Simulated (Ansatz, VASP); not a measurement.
## Sn: VASP beside Ansatz

The input POSCAR:

```
Sn
1.0
    0.0000000000      3.2844877107      3.2844877107
    3.2844877107      0.0000000000      3.2844877107
    3.2844877107      3.2844877107      0.0000000000
Sn
2
Direct
    0.0000000000      0.0000000000      0.0000000000
    0.2500000000      0.2500000000      0.2500000000
```

Contents of INCAR.step1:

```
SYSTEM = Sn
PREC = Accurate
ENCUT = 520
ISMEAR = -1
SIGMA = 0.02
LREAL = .FALSE.
LASPH = .TRUE.
NELM = 100
NBANDS = 21
GGA = PE
ALGO = Normal
EDIFF = 1E-4
LWAVE = .TRUE.
LCHARG = .FALSE.
```

The input INCAR.step2:

```
SYSTEM = Sn
PREC = Accurate
ENCUT = 520
EDIFF = 1E-6
ISMEAR = -1
SIGMA = 0.02
LREAL = .FALSE.
LASPH = .TRUE.
NELM = 100
ALGO = Normal
ISIF = 2
LWAVE = .FALSE.
LCHARG = .FALSE.
METAGGA = R2SCAN
LMIXTAU = .TRUE.
NBANDS = 21
ISTART = 1
```

The input KPOINTS:

```
regular mesh
0
G
  6 6 6
  0 0 0
```

Input for Ansatz:

```yaml
crystal:
  lattice:
    - [0.0, 3.2844877107, 3.2844877107]
    - [3.2844877107, 0.0, 3.2844877107]
    - [3.2844877107, 3.2844877107, 0.0]
  atoms:
    - { symbol: Sn, position: [0.0, 0.0, 0.0] }
    - { symbol: Sn, position: [0.25, 0.25, 0.25] }
kpoints:
  mp_grid: { grid: [6, 6, 6] }
hamiltonian:
  xc: r2scan
scf:
  occupations: { method: fermi_dirac, width: 0.02 }
  n_extra_bands: 4
output:
  forces: true
  stress: true
  eigenvalues: true
```

Alike in both runs: task single point; functional r2SCAN; k mesh 6 × 6 × 6; occupations fermi-dirac, width 0.02 eV; no spin polarisation.

|  | VASP | Ansatz |
| --- | --- | --- |
| version | VASP 6.6.1 | Ansatz 0.2.0 |
| potentials or method | VASP PAW PBE potentials, release 64 (Sn_d) | plane waves, PAW |
| plane-wave cutoff (eV) | 520 | 500 |
| valence electrons in the cell | 28 | 28 |

Ansatz gave:

```
pressure (GPa) : 0.0
```

Task: Estimate VASP's values.

Result: Pressure (GPa): -0.1.

VASP's potentials were made for PBE, not for r2SCAN. The functional is the same, so the differences come from potentials, cutoffs and numerics.
